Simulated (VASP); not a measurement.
## Cu: single point with PBEsol

Cu:

```
Cu
1.0
     2.41510    0.00000    0.00000
    -1.20755    2.09154    0.00000
     0.00000    0.00000    3.93908
Cu
2
Cartesian
  1.2076 0.6972 2.9543
  0.0000 1.3944 0.9848
```

This isn't the form of Cu at room conditions, which is fcc.

```json
{"Program": "VASP 6.6.1", "Task": "single point", "Functional": "PBEsol", "Potentials or basis": "VASP PAW PBE potentials, release 64 (Cu)", "Cutoff": "520 eV", "k mesh": "12 × 12 × 7", "Occupations": "fermi-dirac, width 0.05 eV", "Spin": "no spin polarisation"}
```

```yaml
Pressure: 30.5 GPa
Band_gap_on_the_k_mesh: zero (bands 11 and 12 overlap by 6.56 eV)
```

Stress tensor (GPa, compression positive):
```
30.50  0.00  0.00
 0.00 30.50  0.00
 0.00  0.00 30.41
```

Levels at points of the mesh, in eV from the Fermi level:
| k point | band 7 | band 8 | band 9 | band 10 | band 11 | band 12 | band 13 | band 14 | band 15 | band 16 |
| --- | --- | --- | --- | --- | --- | --- | --- | --- | --- | --- |
| (0.00, 0.00, 0.00) | -3.24 | -2.88 | -2.88 | -1.90 | -1.90 | -1.53 | 4.73 | 22.72 | 24.45 | 24.45 |
| (0.50, 0.00, 0.00) | -3.20 | -1.78 | -1.71 | -1.65 | 0.01 | 1.95 | 8.61 | 9.23 | 11.82 | 12.80 |

Run time: 31 s on 1 thread of Intel Xeon 8259CL, on a shared host, peak memory 0.14 GiB.

Caveat: the cell stands under pressure; the PAW data sets were made with another functional, which shifts forces and pressure a little.
